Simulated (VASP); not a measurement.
# CdF2 (I4/mmm) in VASP: notebook, part 2 of 2

VASP 6.6.1.

## Step 3: Single point, PBE (strain +0.030 along x and y, +0.000 along z)

Contents of INCAR:

```
SYSTEM = CdF2
PREC = Accurate
ENCUT = 520
EDIFF = 1E-6
ISMEAR = 0
SIGMA = 0.05
LREAL = .FALSE.
LASPH = .TRUE.
NELM = 60
ALGO = Normal
ISIF = 2
LWAVE = .FALSE.
LCHARG = .TRUE.
GGA = PE
LELF = .TRUE.
LVHAR = .TRUE.
NBANDS = 20
```

Contents of KPOINTS:

```
regular mesh
0
G
  8 8 8
  0 0 0
```

Contents of POSCAR:

```
CdF2
1.0
    0.0000000000      2.7748200000      2.6940000000
    2.7748200000      0.0000000000      2.6940000000
    2.7748200000      2.7748200000      0.0000000000
Cd F
1 2
Direct
    0.0000000000      0.0000000000      0.0000000000
    0.2500000000      0.2500000000      0.2500000000
    0.7500000000      0.7500000000      0.7500000000
```

Potentials or basis: VASP PAW PBE potentials, release 64 (Cd, F).

Command:

```console
$ cat potpaw_PBE.64/Cd/POTCAR potpaw_PBE.64/F/POTCAR > POTCAR
$ mpirun -np 1 vasp_std > vasp.out
```

Run time: 70 s. Hardware: 1 thread of Intel Xeon 8259CL, shared host; peak memory 0.2 GiB.

Results (log left out):

```
Free energy            : -10.8984 eV
Pressure               : -0.2 GPa
Band gap on the k mesh : 2.82 eV (least direct gap 3.39 eV)
```

Stress tensor (GPa, compression positive):
```
-1.21  0.00  0.00
 0.00 -1.21  0.00
 0.00  0.00  1.86
```

Levels at points of the mesh, in eV from the valence-band top:
```csv
k point,band 9,band 10,band 11,band 12,band 13,band 14,band 15,band 16,band 17,band 18
"(0.00, 0.00, 0.00)",-0.93,-0.70,-0.65,-0.57,-0.57,2.82,12.33,12.42,12.42,17.08
"(0.50, 0.00, 0.00)",-2.05,-1.69,-1.62,-0.47,-0.45,6.69,8.92,13.85,14.06,17.58
"(0.50, 0.50, 0.00)",-2.72,-2.72,-0.31,-0.13,-0.13,7.45,9.26,11.78,13.63,13.63
"(0.50, 0.00, 0.50)",-2.71,-2.62,-0.47,-0.15,-0.03,7.50,9.32,11.77,13.61,13.93
```

Caveat: the cell differs from its parent crystal (strain +0.030 along x and y, +0.000 along z).

## Step 4: Single point, PBE (strain +0.015 along x and y, +0.030 along z)

Contents of INCAR:

```
SYSTEM = CdF2
  ALGO = Normal
  EDIFF = 1E-7
  ENCUT = 520
  GGA = PE
  ISIF = 2
  ISMEAR = 0
  LASPH = .TRUE.
  LCHARG = .FALSE.
  LREAL = .FALSE.
  LWAVE = .FALSE.
  NBANDS = 20
  NELM = 100
  PREC = Accurate
  SIGMA = 0.05
```

Contents of KPOINTS:

```
k-points
0
G
  8 8 8
  0 0 0
```

Contents of POSCAR:

```
CdF2
1.0
    0.0000000000      2.7344100000      2.7748200000
    2.7344100000      0.0000000000      2.7748200000
    2.7344100000      2.7344100000      0.0000000000
Cd F
1 2
Direct
    0.0000000000      0.0000000000      0.0000000000
    0.2500000000      0.2500000000      0.2500000000
    0.7500000000      0.7500000000      0.7500000000
```

Potentials or basis: VASP PAW PBE potentials, release 64 (Cd, F).

Command:

```console
$ cat potpaw_PBE.64/Cd/POTCAR potpaw_PBE.64/F/POTCAR > POTCAR
$ mpirun -np 1 vasp_std > vasp.out
```

OUTCAR:

```text
SYSTEM = CdF2
   EDIFF = 1E-7
   ENCUT = 520
   GGA = PE
   ISIF = 2
   ISMEAR = 0
   LASPH = .TRUE.
   LREAL = .FALSE.
   NELM = 100
   PREC = Accurate

 ion  position               nearest neighbor table
   1  0.000  0.000  0.000-   3 2.38   3 2.38   3 2.38   2 2.38   2 2.38   2 2.38   3 2.38   2 2.38

   2  0.250  0.250  0.250-   1 2.38   1 2.38   1 2.38   1 2.38
   3  0.750  0.750  0.750-   1 2.38   1 2.38   1 2.38   1 2.38

  LATTYP: Found a body centered tetragonal cell.
[... 748 lines left out ...]

  FORCE on cell =-STRESS in cart. coord.  units (eV):
  Direction    XX          YY          ZZ          XY          YZ          ZX
  --------------------------------------------------------------------------------------
  -------------------------------------------------------------------------------------
  Total        0.0740847      0.0740847     -0.3182972      0.0000000      0.0000000      0.0000000
  in kB        2.8605330      2.8605330    -12.2899828      0.0000000      0.0000000      0.0000000
  external PRESSURE =      -2.1896389 kB  Pullay stress =       0.0000000 kB

 VOLUME and BASIS-vectors are now :
 -----------------------------------------------------------------------------
  energy-cutoff  :      520.00
  volume of cell :       41.49
      direct lattice vectors                 reciprocal lattice vectors
     0.000000000  2.734410000  2.774820000    -0.182854802  0.182854802  0.180191868
     2.734410000  0.000000000  2.774820000     0.182854802 -0.182854802  0.180191868
     2.734410000  2.734410000  0.000000000     0.182854802  0.182854802 -0.180191868

 POSITION                                       TOTAL-FORCE (eV/Angst)
 -----------------------------------------------------------------------------------
      0.00000      0.00000      0.00000         0.000000      0.000000      0.000000
      1.36721      1.36721      1.38741        -0.000000     -0.000000      0.000000
      4.10161      4.10161      4.16223         0.000000      0.000000     -0.000000
 -----------------------------------------------------------------------------------
    total drift:                                0.000000     -0.000000      0.000000

  FREE ENERGIE OF THE ION-ELECTRON SYSTEM (eV)
  ---------------------------------------------------
  free  energy   TOTEN  =       -10.9042479195 eV

  energy  without entropy=      -10.9042479195  energy(sigma->0) =      -10.90424792
```

stdout:

```text
POSCAR found type information on POSCAR CdF
 POSCAR found :  2 types and       3 ions
 scaLAPACK will be used
 LDA part: xc-table for (Slater+PW92), standard interpolation
 POSCAR, INCAR and KPOINTS ok, starting setup
 FFT: planning ... GRIDC
 FFT: planning ... GRID_SOFT
 FFT: planning ... GRID
 WAVECAR not read
 entering main loop
```

Wall time 1.7 min (1 thread of Intel Xeon 8259CL, shared host); peak memory 0.2 GiB.

Results:

* Free energy: -10.9042 eV
* Pressure: -0.2 GPa
* Band gap on the k mesh: 2.84 eV (least direct gap 3.40 eV)

Stress tensor (GPa, compression positive):
```
 0.29  0.00  0.00
 0.00  0.29  0.00
 0.00  0.00 -1.23
```

Caveat: the cell differs from its parent crystal (strain +0.015 along x and y, +0.030 along z). A k mesh can miss the band edges.

## Step 5: Single point, PBE (strain +0.030 along x and y, +0.015 along z)

Contents of INCAR:

```
  ALGO = Normal
  EDIFF = 1E-6
  ENCUT = 520
  GGA = PE
  ISIF = 2
  ISMEAR = 0
  LASPH = T
  LCHARG = F
  LREAL = F
  LWAVE = F
  NBANDS = 20
  NELM = 60
  PREC = Accurate
  SIGMA = 0.05
```

Contents of KPOINTS:

```
k-points
0
Gamma
  8 8 8
```

Contents of POSCAR:

```
CdF2
1.0
    0.0000000000      2.7748200000      2.7344100000
    2.7748200000      0.0000000000      2.7344100000
    2.7748200000      2.7748200000      0.0000000000
Cd F
1 2
Direct
    0.0000000000      0.0000000000      0.0000000000
    0.2500000000      0.2500000000      0.2500000000
    0.7500000000      0.7500000000      0.7500000000
```

Potentials or basis: VASP PAW PBE potentials, release 64 (Cd, F).

Command:

```console
$ cat potpaw_PBE.64/Cd/POTCAR potpaw_PBE.64/F/POTCAR > POTCAR
$ mpirun -np 1 vasp_std > vasp.out
```

OUTCAR:

```text
EDIFF = 1E-6
   ENCUT = 520
   GGA = PE
   ISIF = 2
   ISMEAR = 0
   LASPH = T
   LREAL = F
   NELM = 60
   PREC = Accurate

 ion  position               nearest neighbor table
   1  0.000  0.000  0.000-   3 2.39   3 2.39   2 2.39   2 2.39   3 2.39   2 2.39   3 2.39   2 2.39

   2  0.250  0.250  0.250-   1 2.39   1 2.39   1 2.39   1 2.39
   3  0.750  0.750  0.750-   1 2.39   1 2.39   1 2.39   1 2.39

  LATTYP: Found a body centered tetragonal cell.
 ALAT       =     3.9241880771
 C/A-ratio  =     1.3936182192

  Lattice vectors:

 A1 = (   0.0000000000,  -2.7748200000,  -2.7344100000)
 A2 = (   0.0000000000,   2.7748200000,  -2.7344100000)
 A3 = (   2.7748200000,   0.0000000000,   2.7344100000)

Analysis of symmetry for initial positions (statically):
=====================================================================
 Subroutine PRICEL returns:
 Original cell was already a primitive cell.

 Routine SETGRP: Setting up the symmetry group for a
 body centered tetragonal supercell.
[... 166 lines left out ...]
  free energy    TOTEN  =       -10.90203990 eV

  energy without entropy =      -10.90203990  energy(sigma->0) =      -10.90203990

 E-fermi :  -1.5286     XC(G=0): -10.0158

 val. band max:       -1.8259816012   @ k =  -0.2500   0.5000   0.2500
 cond. band min:       0.9688962729   @ k =   0.0000   0.0000   0.0000
 fundamental gap:      2.7948778742
 Fermi energy:        -1.5286179093

 k-point     1 :       0.0000    0.0000    0.0000
  band No.  band energies     occupation
      1     -22.2607      2.00000
      2     -21.3447      2.00000
      3      -7.2762      2.00000
      4      -7.2762      2.00000
      5      -7.2672      2.00000
      6      -6.3652      2.00000
[... 541 lines left out ...]
     19      16.9092      0.00000
     20      18.3115      0.00000

 [... further k-points ...]

------------------------ aborting loop because EDIFF is reached ----------------------------------------

  FORCE on cell =-STRESS in cart. coord.  units (eV):
  Direction    XX          YY          ZZ          XY          YZ          ZX
  --------------------------------------------------------------------------------------
  -------------------------------------------------------------------------------------
  Total       -0.5318987     -0.5318987     -0.1375853      0.0000000     -0.0000000     -0.0000000
  in kB      -20.2384049    -20.2384049     -5.2350326      0.0000000     -0.0000000     -0.0000000
  external PRESSURE =     -15.2372808 kB  Pullay stress =       0.0000000 kB

 VOLUME and BASIS-vectors are now :
 -----------------------------------------------------------------------------
  energy-cutoff  :      520.00
  volume of cell :       42.11
      direct lattice vectors                 reciprocal lattice vectors
     0.000000000  2.774820000  2.734410000    -0.180191868  0.180191868  0.182854802
     2.774820000  0.000000000  2.734410000     0.180191868 -0.180191868  0.182854802
     2.774820000  2.774820000  0.000000000     0.180191868  0.180191868 -0.182854802

 POSITION                                       TOTAL-FORCE (eV/Angst)
 -----------------------------------------------------------------------------------
      0.00000      0.00000      0.00000        -0.000000      0.000000      0.000000
      1.38741      1.38741      1.36721        -0.000000      0.000000      0.000000
      4.16223      4.16223      4.10161         0.000000     -0.000000     -0.000000
 -----------------------------------------------------------------------------------
    total drift:                                0.000000     -0.000000      0.000000

  FREE ENERGIE OF THE ION-ELECTRON SYSTEM (eV)
  ---------------------------------------------------
  free  energy   TOTEN  =       -10.9020399014 eV

  energy  without entropy=      -10.9020399014  energy(sigma->0) =      -10.90203990
```

Run time: 71 s. Hardware: 1 thread of Intel Xeon 8259CL, shared host; peak memory 0.2 GiB.

Results:

```
Free energy            : -10.9020 eV
Pressure               : -1.5 GPa
Band gap on the k mesh : 2.79 eV (least direct gap 3.37 eV)
```

Caveat: the cell differs from its parent crystal (strain +0.030 along x and y, +0.015 along z). A k mesh can miss the band edges.

## Step 6: The runs side by side

```csv
cell,gap on the mesh (eV),pressure (GPa)
"a = 3.839, b = 3.839, c = 3.867 Å, angles 59.8, 59.8, 60.5°, 3 atoms",2.95,2.8
"a = 3.867, b = 3.867, c = 3.924 Å, angles 59.5, 59.5, 61.0°, 3 atoms",2.82,-0.2
"a = 3.896, b = 3.896, c = 3.867 Å, angles 60.2, 60.2, 59.5°, 3 atoms",2.84,-0.2
"a = 3.896, b = 3.896, c = 3.924 Å, angles 59.8, 59.8, 60.5°, 3 atoms",2.79,-1.5
```

Alike in all rows: task single point; level PBE; potentials or basis VASP PAW PBE potentials, release 64 (Cd, F); no spin polarisation; k mesh 8 × 8 × 8; cutoff (eV) 520; smearing gaussian 0.05 eV.

Absolute energies hang on the potentials; compare differences alone.
